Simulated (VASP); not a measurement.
# NaInTe (P4/mmm) in VASP: notebook, part 2 of 2

VASP 6.6.1.

### Step 3. Single point, PBE

This run uses another cell than the first one, of 44.24 Å³/atom.

The input, INCAR:

```
SYSTEM = NaInTe
ALGO = Fast ; EDIFF = 1E-6
ENCUT = 520 ; GGA = PE
ISIF = 2 ; ISMEAR = 0
LASPH = .TRUE. ; LCHARG = .TRUE.
LELF = .TRUE. ; LREAL = .FALSE.
LVHAR = .TRUE. ; LWAVE = .FALSE.
NBANDS = 20 ; NELM = 80
PREC = Accurate ; SIGMA = 0.1
```

The input, KPOINTS:

```
k-points
0
G
  10 10 8
  0 0 0
```

The input, POSCAR:

```
NaInTe
1.0
    4.7717380303      0.0000000000      0.0000000000
    0.0000000000      4.7717380303      0.0000000000
    0.0000000000      0.0000000000      5.8285270599
Na In Te
1 1 1
Direct
    0.0000000000      0.0000000000      0.0000000000
    0.5000000000      0.5000000000      0.5000000000
    0.0000000000      0.0000000000      0.5000000000
```

Potentials or basis: VASP PAW PBE potentials, release 64 (Na_pv, In_d, Te).

Launch:

```bash
> cat potpaw_PBE.64/Na_pv/POTCAR potpaw_PBE.64/In_d/POTCAR potpaw_PBE.64/Te/POTCAR > POTCAR
> mpirun -np 1 vasp_std > vasp.out
```

OUTCAR:

```text
SYSTEM = NaInTe
   EDIFF = 1E-6
   ENCUT = 520
   GGA = PE
   ISIF = 2
   ISMEAR = 0
   LASPH = .TRUE.
   LREAL = .FALSE.
   NELM = 80
   PREC = Accurate

 ion  position               nearest neighbor table
   1  0.000  0.000  0.000-   3 2.91   3 2.91
   2  0.500  0.500  0.500-   3 3.37   3 3.37   3 3.37   3 3.37
   3  0.000  0.000  0.500-   1 2.91   1 2.91   2 3.37   2 3.37   2 3.37   2 3.37

  LATTYP: Found a simple tetragonal cell.
 ALAT       =     4.7717380303
 C/A-ratio  =     1.2214683671

  Lattice vectors:

 A1 = (   4.7717380303,   0.0000000000,   0.0000000000)
 A2 = (   0.0000000000,   4.7717380303,   0.0000000000)
 A3 = (   0.0000000000,   0.0000000000,   5.8285270599)

Analysis of symmetry for initial positions (statically):
=====================================================================
 Subroutine PRICEL returns:
 Original cell was already a primitive cell.

 Routine SETGRP: Setting up the symmetry group for a
 simple tetragonal supercell.

 Subroutine GETGRP returns: Found 16 space group operations
 (whereof 16 operations were pure point group operations)
 out of a pool of 16 trial point group operations.

The static configuration has the point symmetry D_4h.

Analysis of symmetry for dynamics (positions and initial velocities):
=====================================================================
 Subroutine PRICEL returns:
 Original cell was already a primitive cell.

 Routine SETGRP: Setting up the symmetry group for a
 simple tetragonal supercell.

 Subroutine GETGRP returns: Found 16 space group operations
 (whereof 16 operations were pure point group operations)
 out of a pool of 16 trial point group operations.

The dynamic configuration has the point symmetry D_4h.

 Subroutine INISYM returns: Found 16 space group operations
 (whereof 16 operations are pure point group operations),
 and found     1 'primitive' translations

----------------------------------------------------------------------------------------

                                     Primitive cell

  volume of cell :     132.7126

  direct lattice vectors                    reciprocal lattice vectors
     4.771738030  0.000000000  0.000000000     0.209567246  0.000000000  0.000000000
     0.000000000  4.771738030  0.000000000     0.000000000  0.209567246  0.000000000
     0.000000000  0.000000000  5.828527060     0.000000000  0.000000000  0.171569933

  length of vectors
     4.771738030  4.771738030  5.828527060     0.209567246  0.209567246  0.171569933

  position of ions in fractional coordinates (direct lattice)
     0.000000000  0.000000000  0.000000000
     0.500000000  0.500000000  0.500000000
     0.000000000  0.000000000  0.500000000

  ion indices of the primitive-cell ions
   primitive index   ion index
                 1           1
                 2           2
                 3           3

----------------------------------------------------------------------------------------

 KPOINTS: k-points

Automatic generation of k-mesh.
 Grid dimensions read from file:
 generate k-points for:   10   10    8

 Generating k-lattice:

  Cartesian coordinates                     Fractional coordinates (reciprocal lattice)
     0.020956725  0.000000000  0.000000000     0.100000000  0.000000000  0.000000000
     0.000000000  0.020956725  0.000000000     0.000000000  0.100000000  0.000000000
     0.000000000  0.000000000  0.021446242     0.000000000  0.000000000  0.125000000

  Length of vectors
     0.020956725  0.020956725  0.021446242

  Shift w.r.t. Gamma in fractional coordinates (k-lattice)
     0.000000000  0.000000000  0.000000000

 Subroutine IBZKPT returns following result:
 ===========================================

 Found    105 irreducible k-points:

 Following reciprocal coordinates:
            Coordinates               Weight
  0.000000  0.000000  0.000000      1.000000
  0.100000  0.000000  0.000000      4.000000
  0.200000  0.000000  0.000000      4.000000
  0.300000  0.000000  0.000000      4.000000
  0.400000  0.000000  0.000000      4.000000
  0.500000  0.000000  0.000000      2.000000
[... 16 lines left out ...]
  0.100000  0.000000  0.125000      8.000000
  0.200000  0.000000  0.125000      8.000000
 [... further k-points ...]
   k-points           NKPTS =    105   k-points in BZ     NKDIM =    105   number of bands    NBANDS=     20
   number of dos      NEDOS =    301   number of ions     NIONS =      3
   total plane-waves  NPLWV =  62208
   dimension x,y,z NGX =    36 NGY =   36 NGZ =   48
   dimension x,y,z NGXF=    72 NGYF=   72 NGZF=   96
   ions per type =               1   1   1
   NGX,Y,Z   is equivalent  to a cutoff of  12.54, 12.54, 13.69 a.u.
   NGXF,Y,Z  is equivalent  to a cutoff of  25.08, 25.08, 27.38 a.u.
 SYSTEM =  NaInTe
   PREC   = accura    normal or accurate (medium, high low for compatibility)
   ISTART =      0    job   : 0-new  1-cont  2-samecut
   ICHARG =      2    charge: 1-file 2-atom 10-const
   ISPIN  =      1    spin polarized calculation?
   LNONCOLLINEAR =      F non collinear calculations
   LSORBIT =      F    spin-orbit coupling
   LASPH  =      T    aspherical Exc in radial PAW
   ENCUT  =  520.0 eV  38.22 Ry    6.18 a.u.   8.87  8.87 10.84*2*pi/ulx,y,z
   NELM   =     80;   NELMIN=  2; NELMDL= -5     # of ELM steps
   EDIFF  = 0.1E-05   stopping-criterion for ELM
   LREAL  =      F    real-space projection
   EDIFFG = 0.1E-04   stopping-criterion for IOM
   NSW    =      0    number of steps for IOM
   IBRION =     -1    ionic relax: 0-MD 1-quasi-New 2-CG
   NFREE  =      0    steps in history (QN), initial steepest desc. (CG)
   ISIF   =      2    stress and relaxation
   ISYM   =      2    0-nonsym 1-usesym 2-fastsym
   POTIM  = 0.5000    time-step for ionic-motion
   TEBEG  =    0.0;   TEEND  =   0.0 temperature during run
   PSTRESS=    0.0 pullay stress
   NELECT =      26.0000    total number of electrons
   NUPDOWN=      -1.0000    fix difference up-down
   EMIN   =  10.00;   EMAX   =-10.00  energy-range for DOS
   EFERMI =   0.00;   METHOD = LEGACY
   ISMEAR =     0;   SIGMA  =   0.10  broadening in eV -4-tet -1-fermi 0-gaus
   EFERMI_NEDOS =   21; number of points for ismear=-14 and -15
   IALGO  =     68    algorithm
   IMIX   =      4    mixing-type and parameters
     AMIX     =   0.40;   BMIX     =  1.00
     AMIX_MAG =   1.60;   BMIX_MAG =  1.00
  volume/ion in A,a.u.               =      44.24       298.53
  Fermi-wavevector in a.u.,A,eV,Ry     =   0.950813  1.796777 12.300293  0.904046
  Thomas-Fermi vector in A             =   2.079225
   LORBIT       =      0    0 simple, 1 ext, 2 COOP (PROOUT), +10 PAW based schemes
   GGA     = PE    functional components
   LHFCALC =     F    Hartree Fock is set to
   AEXX    =    0.0000 exact exchange contribution
   IVDW    =     0    specifies the selected vdW correction
   LEPSILON=     F    determine dielectric tensor
   LRPA    =     F    only Hartree local field effects (RPA)
 non-spin polarized calculation
 RMM-DIIS sequential band-by-band and
 Gauss-broadening in eV      SIGMA  =   0.10
  energy-cutoff  :      520.00
  volume of cell :      132.71
 maximum number of plane-waves:      3622
 NGX is ok and might be reduce to    36
   NGX = 17   NGY = 17   NGZ = 21

 number of electron      26.0000004 magnetization

 Free energy of the ion-electron system (eV)
  ---------------------------------------------------
  ext. energy  EPLUGINS =         0.00000000
  ---------------------------------------------------
  free energy    TOTEN  =        -7.72796586 eV

  energy without entropy =       -7.72031759  energy(sigma->0) =       -7.72414173

 E-fermi :   2.2887     XC(G=0):  -6.9212

 val. band max:        2.2703598889   @ k =   0.4000   0.0000   0.0000
 cond. band min:       2.2972042841   @ k =   0.4000   0.0000   0.1250
 fundamental gap:      0.0268443953
 Fermi energy:         2.2886588006

 k-point     1 :       0.0000    0.0000    0.0000
  band No.  band energies     occupation
      1     -22.9466      2.00000
      2     -22.9466      2.00000
      3     -22.8648      2.00000
      4     -12.2519      2.00000
      5     -12.1987      2.00000
      6     -12.1987      2.00000
[... 12 lines left out ...]
     19       8.7793      0.00000
[... 513 lines left out ...]
      4     -12.2479      2.00000
      5     -12.2000      2.00000
      6     -12.1986      2.00000
[... 12 lines left out ...]
     19       7.5439      0.00000
     20       8.3014      0.00000

 [... further k-points ...]

------------------------ aborting loop because EDIFF is reached ----------------------------------------

  FORCE on cell =-STRESS in cart. coord.  units (eV):
  Direction    XX          YY          ZZ          XY          YZ          ZX
  --------------------------------------------------------------------------------------
  -------------------------------------------------------------------------------------
  Total        0.0103709      0.0103709     -0.0200103      0.0000000      0.0000000      0.0000000
  in kB        0.1252031      0.1252031     -0.2415747      0.0000000      0.0000000      0.0000000
  external PRESSURE =       0.0029438 kB  Pullay stress =       0.0000000 kB

 VOLUME and BASIS-vectors are now :
 -----------------------------------------------------------------------------
  energy-cutoff  :      520.00
  volume of cell :      132.71
      direct lattice vectors                 reciprocal lattice vectors
     4.771738030  0.000000000  0.000000000     0.209567246  0.000000000  0.000000000
     0.000000000  4.771738030  0.000000000     0.000000000  0.209567246  0.000000000
     0.000000000  0.000000000  5.828527060     0.000000000  0.000000000  0.171569933

 POSITION                                       TOTAL-FORCE (eV/Angst)
 -----------------------------------------------------------------------------------
      0.00000      0.00000      0.00000         0.000000      0.000000      0.000000
      2.38587      2.38587      2.91426         0.000000      0.000000      0.000000
      0.00000      0.00000      2.91426         0.000000      0.000000      0.000000
 -----------------------------------------------------------------------------------
    total drift:                                0.000000      0.000000      0.000000

  FREE ENERGIE OF THE ION-ELECTRON SYSTEM (eV)
  ---------------------------------------------------
  free  energy   TOTEN  =        -7.7279658634 eV

  energy  without entropy=       -7.7203175909  energy(sigma->0) =       -7.72414173
```

stdout:

```text
POSCAR found type information on POSCAR NaInTe
 POSCAR found :  3 types and       3 ions
 scaLAPACK will be used
 LDA part: xc-table for (Slater+PW92), standard interpolation
 POSCAR, INCAR and KPOINTS ok, starting setup
 FFT: planning ... GRIDC
 FFT: planning ... GRID_SOFT
 FFT: planning ... GRID
 WAVECAR not read
 entering main loop
```

Run time: 2.8 min. Hardware: 1 thread of Intel Xeon 6975P-C (Granite Rapids), shared host; peak memory 0.46 GiB.

Results:

```
Free energy            : -7.7280 eV
Pressure               : 0.0 GPa
Band gap on the k mesh : zero (bands 13 and 14 overlap by 0.51 eV)
```

Levels at points of the mesh, in eV from the Fermi level:
| k point | band 10 | band 11 | band 12 | band 13 | band 14 | band 15 | band 16 | band 17 |
| --- | --- | --- | --- | --- | --- | --- | --- | --- |
| (0.00, 0.00, 0.00) | -3.86 | -2.50 | -1.81 | -1.81 | 0.67 | 2.31 | 3.66 | 4.72 |
| (0.50, 0.00, 0.00) | -5.41 | -2.04 | -1.07 | 0.40 | 0.87 | 1.10 | 2.12 | 2.56 |
| (0.50, 0.50, 0.00) | -4.21 | -3.18 | -3.18 | -1.84 | 1.91 | 3.24 | 3.70 | 3.70 |
| (0.00, 0.00, 0.50) | -3.71 | -3.33 | -1.77 | -1.77 | 1.03 | 4.15 | 4.44 | 4.72 |
| (0.50, 0.00, 0.50) | -5.31 | -2.67 | -1.04 | -0.32 | 0.46 | 1.54 | 2.25 | 3.46 |
| (0.50, 0.50, 0.50) | -4.10 | -3.09 | -3.09 | -2.36 | 0.75 | 2.08 | 2.08 | 5.71 |

Caveat: spin-orbit coupling is left out, which moves the levels of the heavy elements.

### Step 4. Relaxation of cell and atoms, PBE

This run uses another cell than the first one, of 42.10 Å³/atom.

The input, INCAR:

```
SYSTEM = NaInTe
  PREC = Accurate
  ENCUT = 600
  EDIFF = 1E-6
  ISMEAR = 0
  SIGMA = 0.1
  LREAL = .FALSE.
  LASPH = .TRUE.
  NELM = 60
  ALGO = Fast
  ISIF = 3
  LWAVE = .FALSE.
  LCHARG = .FALSE.
  GGA = PE
  IBRION = 2
  NSW = 100
  EDIFFG = -0.01
```

The input, KPOINTS:

```
Automatic mesh
0
G
  10 10 8
  0 0 0
```

The input, POSCAR:

```
NaInTe
1.0
    4.6556110705      0.0000000000      0.0000000000
    0.0000000000      4.6556110705      0.0000000000
    0.0000000000      0.0000000000      5.8272617715
Na In Te
1 1 1
Direct
    0.0000000000      0.0000000000      0.0000000000
    0.5000000000      0.5000000000      0.5000000000
    0.0000000000      0.0000000000      0.5000000000
```

Launch:

```bash
> cat potpaw_PBE.64/Na_pv/POTCAR potpaw_PBE.64/In_d/POTCAR potpaw_PBE.64/Te/POTCAR > POTCAR
> mpirun -np 1 vasp_std > vasp.out
```

Run time: 7.9 min. Hardware: 1 thread of Intel Xeon 6975P-C (Granite Rapids), shared host; peak memory 0.52 GiB.

The run converged. Its results:

| Item | Value |
| --- | --- |
| Free energy | -7.7276 eV |
| Relaxed volume | 44.25 Å³/atom |
| Relaxed cell | a = 4.773 Å, b = 4.773 Å, c = 5.827 Å, α = 90.00°, β = 90.00°, γ = 90.00° |
| Space group after relaxing (to 0.1 Å) | P4/mmm (No. 123) |
| Energy gained by relaxing | 3.9 meV/atom |
| Ionic steps | 5 |
| Pressure after relaxing | 0.0 GPa |
| Band gap on the k mesh | zero (bands 13 and 14 overlap by 0.50 eV) |

The path:
```csv
step,energy change (eV),largest force (eV/Å),pressure (GPa),volume (Å³)
1,0.0000,0.0000,0.41,126.30
2,-0.0058,0.0000,0.27,128.30
3,-0.0114,0.0000,-0.06,133.20
4,-0.0114,0.0000,-0.04,133.00
5,-0.0117,0.0000,0.03,132.76
```

Final structure:
```yaml
crystal:
  lattice:
    - [4.77331, 0.00000, 0.00000]
    - [0.00000, 4.77331, 0.00000]
    - [0.00000, 0.00000, 5.82687]
  atoms:
    - { symbol: Na, position: [0.00000, 0.00000, 0.00000] }
    - { symbol: In, position: [0.50000, 0.50000, 0.50000] }
    - { symbol: Te, position: [0.00000, 0.00000, 0.50000] }
```

Levels at points of the mesh, in eV from the Fermi level:
| k point | band 10 | band 11 | band 12 | band 13 | band 14 | band 15 | band 16 | band 17 |
| --- | --- | --- | --- | --- | --- | --- | --- | --- |
| (0.00, 0.00, 0.00) | -3.86 | -2.50 | -1.81 | -1.81 | 0.68 | 2.31 | 3.66 | 4.72 |
| (0.50, 0.00, 0.00) | -5.41 | -2.04 | -1.07 | 0.40 | 0.87 | 1.10 | 2.12 | 2.56 |
| (0.50, 0.50, 0.00) | -4.21 | -3.18 | -3.18 | -1.84 | 1.91 | 3.24 | 3.70 | 3.70 |
| (0.00, 0.00, 0.50) | -3.71 | -3.32 | -1.77 | -1.77 | 1.03 | 4.15 | 4.44 | 4.72 |
| (0.50, 0.00, 0.50) | -5.31 | -2.67 | -1.04 | -0.32 | 0.46 | 1.54 | 2.25 | 3.46 |
| (0.50, 0.50, 0.50) | -4.10 | -3.09 | -3.09 | -2.36 | 0.75 | 2.08 | 2.08 | 5.70 |

Caveat: spin-orbit coupling is left out, which moves the levels of the heavy elements.

### Step 5. Summary

| task | cell | k mesh | cutoff (eV) | gap on the mesh (eV) | pressure (GPa) | relaxed volume (Å³/atom) |
| --- | --- | --- | --- | --- | --- | --- |
| relaxation of cell and atoms | relaxed from a = 4.441, b = 4.441, c = 4.714 Å, 3 atoms | 4 × 4 × 4 | 600 | none | 0.0 | 41.96 |
| single point | a = 4.772, b = 4.772, c = 5.829 Å, 3 atoms | 10 × 10 × 8 | 520 | none | 0.0 | - |
| relaxation of cell and atoms | relaxed from a = 4.656, b = 4.656, c = 5.827 Å, 3 atoms | 10 × 10 × 8 | 600 | none | 0.0 | 44.25 |

Alike in all rows: level PBE; potentials or basis VASP PAW PBE potentials, release 64 (Na_pv, In_d, Te); no spin polarisation; smearing gaussian 0.1 eV.

Caveats: spin-orbit coupling is left out, which moves the levels of the heavy elements; the volume moved by over 15 % at a fixed basis, so the end points are rough (at least some runs).

Total energies depend on the potentials used, so only differences within one code and one set of settings carry meaning.

The gap in the log of VASP goes by the Fermi energy; the results here count the filled bands.